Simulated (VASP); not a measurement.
# Na15H17 (a cell with a defect) in VASP: a series of runs

Runs on Na15H17 (a cell with a defect). Level: PBE. Tasks: single point.

Everything below comes from runs of VASP 6.6.1. Logs are shortened: lines on timing, memory, paths and dates and some standing lists are left out, and cuts for length are marked.

**1. The cell of the first run**

The cell holds a defect, 32 atoms: a = 8.367 Å, b = 8.367 Å, c = 8.367 Å, α = 109.47°, β = 109.47°, γ = 109.47°.

**2. Single point, PBE**

The input, INCAR:

```
  PREC = Accurate
  ENCUT = 400
  EDIFF = 1E-6
  ISMEAR = 0
  SIGMA = 0.01
  LREAL = Auto
  LASPH = True
  NELM = 120
  ALGO = Normal
  ISIF = 2
  LWAVE = False
  LCHARG = False
  GGA = PE
  NBANDS = 83
  GGA_COMPAT = False
```

The input, KPOINTS:

```
Automatic mesh
0
Gamma
  2 2 2
  0.5 0.5 0.5
```

The input, POSCAR:

```
Na15H17
1.0
   -4.8309073878      4.8309073878      4.8309073878
    4.8309073878     -4.8309073878      4.8309073878
    4.8309073878      4.8309073878     -4.8309073878
H Na
17 15
Direct
    0.5000000000      0.5000000000      0.0000000000
    0.5000000000      0.7493990860      0.2493990860
    0.5000000000      0.0000000000      0.0000000000
    0.5000000000      0.2506009140      0.7506009140
    0.7493990860      0.5000000000      0.2493990860
    0.5000000000      0.5000000000      0.5000000000
    0.7493990860      0.7493990860      0.0000000000
    0.7500000000      0.0000000000      0.7500000000
    0.0000000000      0.2500000000      0.2500000000
    0.7500000000      0.2500000000      0.5000000000
    0.0000000000      0.5000000000      0.0000000000
    0.0000000000      0.7500000000      0.7500000000
    0.2500000000      0.0000000000      0.2500000000
    0.0000000000      0.0000000000      0.5000000000
    0.2506009140      0.2506009140      0.0000000000
    0.2506009140      0.5000000000      0.7506009140
    0.2500000000      0.7500000000      0.5000000000
    0.5000000000      0.7459884187      0.7540115813
    0.5000000000      0.0000000000      0.5000000000
    0.7459884187      0.2540115813      0.0000000000
    0.5000000000      0.2540115813      0.2459884187
    0.7459884187      0.5000000000      0.7540115813
    0.7459884187      0.7459884187      0.4919768375
    0.0000000000      0.0000000000      0.0000000000
    0.7459884187     -0.0080231625      0.2459884187
    0.0080231625      0.2540115813      0.7540115813
    0.0000000000      0.5000000000      0.5000000000
    0.2540115813      0.7459884187      0.0000000000
   -0.0080231625      0.7459884187      0.2459884187
    0.2540115813      0.0080231625      0.7540115813
    0.2540115813      0.2540115813      0.5080231625
    0.2540115813      0.5000000000      0.2459884187
```

Potentials or basis: VASP PAW PBE potentials, release 64 (H, Na_pv).

Launch:

```sh
$ cat potpaw_PBE.64/H/POTCAR potpaw_PBE.64/Na_pv/POTCAR > POTCAR
$ mpirun -np 1 vasp_std > vasp.out
```

OUTCAR:

```text
PREC = Accurate
   ENCUT = 400
   EDIFF = 1E-6
   ISMEAR = 0
   LREAL = Auto
   LASPH = True
   NELM = 120
   ISIF = 2
   GGA = PE

 ion  position               nearest neighbor table
   1  0.500  0.500  0.000-
   2  0.500  0.749  0.249-
   3  0.500  0.000  0.000-
   4  0.500  0.251  0.751-
   5  0.749  0.500  0.249-
   6  0.500  0.500  0.500-
[... 24 lines left out ...]
  31  0.254  0.254  0.508-
  32  0.254  0.500  0.246-

  LATTYP: Found a body centered cubic cell.
 ALAT       =     9.6618147756

  Lattice vectors:

 A1 = (  -4.8309073878,   4.8309073878,   4.8309073878)
 A2 = (   4.8309073878,  -4.8309073878,   4.8309073878)
 A3 = (   4.8309073878,   4.8309073878,  -4.8309073878)

Analysis of symmetry for initial positions (statically):
=====================================================================
 Subroutine PRICEL returns:
 Original cell was already a primitive cell.

 Routine SETGRP: Setting up the symmetry group for a
 body centered cubic supercell.

 Subroutine GETGRP returns: Found 48 space group operations
 (whereof 16 operations were pure point group operations)
 out of a pool of 48 trial point group operations.

The static configuration has the point symmetry D_4h.
 The point group associated with its full space group is O_h .

Analysis of symmetry for dynamics (positions and initial velocities):
=====================================================================
 Subroutine PRICEL returns:
 Original cell was already a primitive cell.

 Routine SETGRP: Setting up the symmetry group for a
 body centered cubic supercell.

 Subroutine GETGRP returns: Found 48 space group operations
 (whereof 16 operations were pure point group operations)
 out of a pool of 48 trial point group operations.

The dynamic configuration has the point symmetry D_4h.
 The point group associated with its full space group is O_h .

 Subroutine INISYM returns: Found 48 space group operations
 (whereof 16 operations are pure point group operations),
 and found     1 'primitive' translations

----------------------------------------------------------------------------------------

                                     Primitive cell

  volume of cell :     450.9684

  direct lattice vectors                    reciprocal lattice vectors
    -4.830907388  4.830907388  4.830907388     0.000000000  0.103500225  0.103500225
     4.830907388 -4.830907388  4.830907388     0.103500225  0.000000000  0.103500225
     4.830907388  4.830907388 -4.830907388     0.103500225  0.103500225  0.000000000

  length of vectors
     8.367377042  8.367377042  8.367377042     0.146371421  0.146371421  0.146371421

  position of ions in fractional coordinates (direct lattice)
     0.500000000  0.500000000  0.000000000
     0.500000000  0.749399086  0.249399086
     0.500000000  0.000000000  0.000000000
     0.500000000  0.250600914  0.750600914
     0.749399086  0.500000000  0.249399086
     0.500000000  0.500000000  0.500000000
[... 24 lines left out ...]
     0.254011581  0.254011581  0.508023163
     0.254011581  0.500000000  0.245988419

  ion indices of the primitive-cell ions
   primitive index   ion index
                 1           1
                 2           2
                 3           3
                 4           4
                 5           5
                 6           6
[... 24 lines left out ...]
                31          31
                32          32

----------------------------------------------------------------------------------------

 KPOINTS: Automatic mesh

Automatic generation of k-mesh.
 Grid dimensions read from file:
 generate k-points for:    2    2    2

 Generating k-lattice:

  Cartesian coordinates                     Fractional coordinates (reciprocal lattice)
     0.000000000  0.051750112  0.051750112     0.500000000  0.000000000  0.000000000
     0.051750112  0.000000000  0.051750112     0.000000000  0.500000000  0.000000000
     0.051750112  0.051750112  0.000000000     0.000000000  0.000000000  0.500000000

  Length of vectors
[... 42 lines left out ...]
   IALGO  =     38    algorithm
   IMIX   =      4    mixing-type and parameters
     AMIX     =   0.40;   BMIX     =  1.00
     AMIX_MAG =   1.60;   BMIX_MAG =  1.00
  volume/ion in A,a.u.               =      14.09        95.10
  Fermi-wavevector in a.u.,A,eV,Ry     =   1.058797  2.000836 15.252828  1.121051
  Thomas-Fermi vector in A             =   2.194119
   LORBIT       =      0    0 simple, 1 ext, 2 COOP (PROOUT), +10 PAW based schemes
   GGA     = PE    functional components
   LHFCALC =     F    Hartree Fock is set to
   AEXX    =    0.0000 exact exchange contribution
   IVDW    =     0    specifies the selected vdW correction
   LEPSILON=     F    determine dielectric tensor
   LRPA    =     F    only Hartree local field effects (RPA)
 non-spin polarized calculation
 Gauss-broadening in eV      SIGMA  =   0.01
  energy-cutoff  :      400.00
  volume of cell :      450.97
 maximum number of plane-waves:      8216
 NGX is ok and might be reduce to    54
   NGX = 27   NGY = 27   NGZ = 27

 number of electron     121.9999993 magnetization

 Free energy of the ion-electron system (eV)
  ---------------------------------------------------
  ext. energy  EPLUGINS =         0.00000000
  ---------------------------------------------------
  free energy    TOTEN  =       -78.75774915 eV

  energy without entropy =      -78.75774915  energy(sigma->0) =      -78.75774915

 E-fermi :  -1.2493     XC(G=0):  -7.6815

 val. band max:       -1.3358513533   @ k =  -0.2500   0.2500   0.2500
 cond. band min:      -0.4272971578   @ k =  -0.2500   0.2500   0.2500
 fundamental gap:      0.9085541955
 Fermi energy:        -1.2493353698

 k-point     1 :       0.2500    0.2500    0.2500
  band No.  band energies     occupation
      1     -23.5121      2.00000
      2     -23.5107      2.00000
      3     -23.5107      2.00000
      4     -23.5107      2.00000
      5     -23.4997      2.00000
      6     -23.4997      2.00000
[... 65 lines left out ...]
     72       3.9132      0.00000
     73       3.9132      0.00000

 k-point     2 :      -0.2500    0.2500    0.2500
  band No.  band energies     occupation
      1     -23.5207      2.00000
      2     -23.5041      2.00000
      3     -23.5040      2.00000
      4     -23.5040      2.00000
      5     -23.4995      2.00000
      6     -23.4995      2.00000
[... 65 lines left out ...]
     72       4.3779      0.00000
     73       4.9201      0.00000
 [bands above 73 left out]

------------------------ aborting loop because EDIFF is reached ----------------------------------------

  FORCE on cell =-STRESS in cart. coord.  units (eV):
  Direction    XX          YY          ZZ          XY          YZ          ZX
  --------------------------------------------------------------------------------------
  -------------------------------------------------------------------------------------
  Total       -3.5664665     -3.5664665     -3.5664665      0.0000000     -0.0000000      0.0000000
  in kB      -12.6707581    -12.6707581    -12.6707581      0.0000000     -0.0000000      0.0000000
  external PRESSURE =     -12.6707581 kB  Pullay stress =       0.0000000 kB

 VOLUME and BASIS-vectors are now :
 -----------------------------------------------------------------------------
  energy-cutoff  :      400.00
  volume of cell :      450.97
      direct lattice vectors                 reciprocal lattice vectors
    -4.830907388  4.830907388  4.830907388     0.000000000  0.103500225  0.103500225
     4.830907388 -4.830907388  4.830907388     0.103500225  0.000000000  0.103500225
     4.830907388  4.830907388 -4.830907388     0.103500225  0.103500225  0.000000000

 POSITION                                       TOTAL-FORCE (eV/Angst)
 -----------------------------------------------------------------------------------
      0.00000      0.00000      4.83091        -0.000000     -0.000000     -0.000000
      2.40965      0.00000      4.83091        -0.012761     -0.000000     -0.000000
     -2.41545      2.41545      2.41545        -0.000000     -0.000000     -0.000000
      2.42126      4.83091      0.00000         0.012761     -0.000000     -0.000000
      0.00000      2.40965      4.83091        -0.000000     -0.012761     -0.000000
      2.41545      2.41545      2.41545        -0.000000     -0.000000     -0.000000
[... 24 lines left out ...]
      2.45421      2.45421      0.00000        -0.003046     -0.003046     -0.000000
      2.37669      0.00000      2.45421         0.003046     -0.000000     -0.003046
 -----------------------------------------------------------------------------------
    total drift:                               -0.000000     -0.000000      0.000000

  FREE ENERGIE OF THE ION-ELECTRON SYSTEM (eV)
  ---------------------------------------------------
  free  energy   TOTEN  =       -78.7577491546 eV

  energy  without entropy=      -78.7577491546  energy(sigma->0) =      -78.75774915
```

It took 97 s on 1 thread of Intel Xeon Platinum 8488C (Sapphire Rapids), shared host; peak memory 0.4 GiB.

What came out:

- Free energy: -78.7577 eV
- Pressure: -1.3 GPa
- Largest force: 0.013 eV/Å
- Band gap on the k mesh: 0.91 eV

Forces in eV/Å, atoms in the order of the input:
```
H    0.000  0.000  0.000
H   -0.013  0.000  0.000
H    0.000  0.000  0.000
H    0.013  0.000  0.000
H    0.000 -0.013  0.000
H    0.000  0.000  0.000
H    0.000  0.000 -0.013
H    0.000  0.000  0.000
H    0.000  0.000  0.000
H    0.000  0.000  0.000
H    0.000  0.000  0.000
H    0.000  0.000  0.000
H    0.000  0.000  0.000
H    0.000  0.000  0.000
H    0.000  0.000  0.013
H    0.000  0.013  0.000
H    0.000  0.000  0.000
Na   0.000 -0.003  0.003
Na   0.000  0.000  0.000
Na  -0.003  0.003  0.000
Na   0.000  0.003 -0.003
Na  -0.003  0.000  0.003
Na   0.003  0.003  0.000
Na   0.000  0.000  0.000
Na   0.003  0.000  0.003
Na   0.000 -0.003 -0.003
Na   0.000  0.000  0.000
Na   0.003 -0.003  0.000
Na   0.000  0.003  0.003
Na  -0.003  0.000 -0.003
Na  -0.003 -0.003  0.000
Na   0.003  0.000 -0.003
```

**3. Single point, PBE, collinear spin**

The input, INCAR:

```
PREC = Accurate
ENCUT = 400
EDIFF = 1E-6
ISMEAR = 0
SIGMA = 0.01
LREAL = Auto
LASPH = True
NELM = 200
ALGO = Normal
ISIF = 2
LWAVE = False
LCHARG = False
ISPIN = 2
MAGMOM = 0.143 0.143 0 0.143 0.143 0 0.143 0 0 0 0 0 0 0 0.143 0.143 0 0 0 0 0 0 0 0 0 0 0 0 0 0 0 0
LORBIT = 11
GGA = PE
NELECT = 121.0
NBANDS = 87
GGA_COMPAT = False
```

KPOINTS is that of step 2.

The input, POSCAR:

```
Na15H17
1.0
   -4.8309073878      4.8309073878      4.8309073878
    4.8309073878     -4.8309073878      4.8309073878
    4.8309073878      4.8309073878     -4.8309073878
H Na
17 15
Direct
    0.5000000000      0.5000000000      0.0000000000
    0.5000000000      0.7455382723      0.2455382723
    0.5000000000      0.0000000000      0.0000000000
    0.5000000000      0.2544617277      0.7544617277
    0.7455382723      0.5000000000      0.2455382723
    0.5000000000      0.5000000000      0.5000000000
    0.7455382723      0.7455382723      0.0000000000
    0.7500000000      0.0000000000      0.7500000000
    0.0000000000      0.2500000000      0.2500000000
    0.7500000000      0.2500000000      0.5000000000
    0.0000000000      0.5000000000      0.0000000000
    0.0000000000      0.7500000000      0.7500000000
    0.2500000000      0.0000000000      0.2500000000
    0.0000000000      0.0000000000      0.5000000000
    0.2544617277      0.2544617277      0.0000000000
    0.2544617277      0.5000000000      0.7544617277
    0.2500000000      0.7500000000      0.5000000000
    0.5000000000      0.7452178272      0.7547821728
    0.5000000000      0.0000000000      0.5000000000
    0.7452178272      0.2547821728      0.0000000000
    0.5000000000      0.2547821728      0.2452178272
    0.7452178272      0.5000000000      0.7547821728
    0.7452178272      0.7452178272      0.4904356545
    0.0000000000      0.0000000000      0.0000000000
    0.7452178272     -0.0095643455      0.2452178272
    0.0095643455      0.2547821728      0.7547821728
    0.0000000000      0.5000000000      0.5000000000
    0.2547821728      0.7452178272      0.0000000000
   -0.0095643455      0.7452178272      0.2452178272
    0.2547821728      0.0095643455      0.7547821728
    0.2547821728      0.2547821728      0.5095643455
    0.2547821728      0.5000000000      0.2452178272
```

Potentials or basis: VASP PAW PBE potentials, release 64 (H, Na_pv).

Launch:

```sh
$ cat potpaw_PBE.64/H/POTCAR potpaw_PBE.64/Na_pv/POTCAR > POTCAR
$ mpirun -np 1 vasp_std > vasp.out
```

Wall time 3.8 min (1 thread of Intel Xeon Platinum 8488C (Sapphire Rapids), shared host); peak memory 0.55 GiB.

The run converged. Its results:

- Free energy: -77.4120 eV
- Largest force: 0.017 eV/Å
- Net moment: 1.00 μB per cell
- Site moments: H -0.04, +0.03, +0.01 (each value once); Na -0.00 μB
- Valence electrons inside the program's atomic spheres: H 0.30, 0.49, 0.51, 0.50 (each value once); Na 6.04

Forces on the atoms (eV/Å):
```
H    0.000  0.000  0.000
H   -0.017  0.000  0.000
H    0.000  0.000  0.000
H    0.017  0.000  0.000
H    0.000 -0.017  0.000
H    0.000  0.000  0.000
H    0.000  0.000 -0.017
H    0.000  0.000  0.000
H    0.000  0.000  0.000
H    0.000  0.000  0.000
H    0.000  0.000  0.000
H    0.000  0.000  0.000
H    0.000  0.000  0.000
H    0.000  0.000  0.000
H    0.000  0.000  0.017
H    0.000  0.017  0.000
H    0.000  0.000  0.000
Na   0.000 -0.009  0.009
Na   0.000  0.000  0.000
Na  -0.009  0.009  0.000
Na   0.000  0.009 -0.009
Na  -0.009  0.000  0.009
Na   0.009  0.009  0.000
Na   0.000  0.000  0.000
Na   0.009  0.000  0.009
Na   0.000 -0.009 -0.009
Na   0.000  0.000  0.000
Na   0.009 -0.009  0.000
Na   0.000  0.009  0.009
Na  -0.009  0.000 -0.009
Na  -0.009 -0.009  0.000
Na   0.009  0.000 -0.009
```

Levels at points of the mesh, in eV from the Fermi level:
Spin up:
```
           k point  band 59  band 60  band 61  band 62  band 63  band 64
(0.25, 0.25, 0.25)    -0.59    -0.59    -0.59     1.10     5.16     5.16
```
Spin down:
```
           k point  band 57  band 58  band 59  band 60  band 61  band 62  band 63  band 64
(0.25, 0.25, 0.25)    -0.46    -0.46    -0.44    -0.44    -0.44     0.97     5.20     5.20
```

Caveat: the k points lie up to 0.46 Å⁻¹ apart; the cell carries a net charge on a neutralising background, which shifts energy and pressure; the cell is charged against a uniform background, so pressure and absolute levels hang on convention.

**4. Single point, PBE, collinear spin**

Edit INCAR of step 3 so:

```diff
@@ -11,3 +11,3 @@
 LWAVE = False
-LCHARG = False
+LCHARG = True
 ISPIN = 2
@@ -16,4 +16,6 @@
 GGA = PE
-NELECT = 121.0
+LELF = True
+LVHAR = True
 NBANDS = 87
+NELECT = 123.0
 GGA_COMPAT = False
```

KPOINTS is that of step 3.

The input, POSCAR:

```
Na15H17
1.0
   -4.8309073878      4.8309073878      4.8309073878
    4.8309073878     -4.8309073878      4.8309073878
    4.8309073878      4.8309073878     -4.8309073878
H Na
17 15
Direct
    0.5000000000      0.5000000000      0.0000000000
    0.5000000000      0.7676706367      0.2676706367
    0.5000000000      0.0000000000      0.0000000000
    0.5000000000      0.2323293633      0.7323293633
    0.7676706367      0.5000000000      0.2676706367
    0.5000000000      0.5000000000      0.5000000000
    0.7676706367      0.7676706367      0.0000000000
    0.7500000000      0.0000000000      0.7500000000
    0.0000000000      0.2500000000      0.2500000000
    0.7500000000      0.2500000000      0.5000000000
    0.0000000000      0.5000000000      0.0000000000
    0.0000000000      0.7500000000      0.7500000000
    0.2500000000      0.0000000000      0.2500000000
    0.0000000000      0.0000000000      0.5000000000
    0.2323293633      0.2323293633      0.0000000000
    0.2323293633      0.5000000000      0.7323293633
    0.2500000000      0.7500000000      0.5000000000
    0.5000000000      0.7441183822      0.7558816178
    0.5000000000      0.0000000000      0.5000000000
    0.7441183822      0.2558816178      0.0000000000
    0.5000000000      0.2558816178      0.2441183822
    0.7441183822      0.5000000000      0.7558816178
    0.7441183822      0.7441183822      0.4882367644
    0.0000000000      0.0000000000      0.0000000000
    0.7441183822     -0.0117632356      0.2441183822
    0.0117632356      0.2558816178      0.7558816178
    0.0000000000      0.5000000000      0.5000000000
    0.2558816178      0.7441183822      0.0000000000
   -0.0117632356      0.7441183822      0.2441183822
    0.2558816178      0.0117632356      0.7558816178
    0.2558816178      0.2558816178      0.5117632356
    0.2558816178      0.5000000000      0.2441183822
```

Launch:

```sh
$ cat potpaw_PBE.64/H/POTCAR potpaw_PBE.64/Na_pv/POTCAR > POTCAR
$ mpirun -np 1 vasp_std > vasp.out
```

Wall time 4.1 min (1 thread of Intel Xeon Platinum 8488C (Sapphire Rapids), shared host); peak memory 0.56 GiB.

The run converged. Its results:

```
Free energy                                           : -79.5475 eV
Largest force                                         : 0.022 eV/Å
Net moment                                            : 1.00 μB per cell
Site moments                                          : H +0.33, +0.01, +0.00 (each value once); Na -0.00, +0.00 (each value once) μB
Valence electrons inside the program's atomic spheres : H 0.40, 0.52 (each value once); Na 6.05, 6.06 (each value once)
```

Forces in eV/Å, atoms in the order of the input:
```
H    0.000  0.000  0.000
H    0.015  0.000  0.000
H    0.000  0.000  0.000
H   -0.015  0.000  0.000
H    0.000  0.015  0.000
H    0.000  0.000  0.000
H    0.000  0.000  0.015
H    0.000  0.000  0.000
H    0.000  0.000  0.000
H    0.000  0.000  0.000
H    0.000  0.000  0.000
H    0.000  0.000  0.000
H    0.000  0.000  0.000
H    0.000  0.000  0.000
H    0.000  0.000 -0.015
H    0.000 -0.015  0.000
H    0.000  0.000  0.000
Na   0.000 -0.016  0.016
Na   0.000  0.000  0.000
Na  -0.016  0.016  0.000
Na   0.000  0.016 -0.016
Na  -0.016  0.000  0.016
Na   0.016  0.016  0.000
Na   0.000  0.000  0.000
Na   0.016  0.000  0.016
Na   0.000 -0.016 -0.016
Na   0.000  0.000  0.000
Na   0.016 -0.016  0.000
Na   0.000  0.016  0.016
Na  -0.016  0.000 -0.016
Na  -0.016 -0.016  0.000
Na   0.016  0.000 -0.016
```

Levels at points of the mesh, in eV from the Fermi level:
Spin up:
```csv
k point,band 60,band 61,band 62,band 63,band 64,band 65
"(0.25, 0.25, 0.25)",-0.94,-0.94,-0.08,4.46,4.46,4.46
```
Spin down:
```
           k point  band 59  band 60  band 61  band 62  band 63  band 64
(0.25, 0.25, 0.25)    -0.90    -0.90    -0.90     2.01     4.47     4.47
```

Caveat: the cell carries a net charge on a neutralising background, which shifts energy and pressure; the cell is charged against a uniform background, so pressure and absolute levels hang on convention.
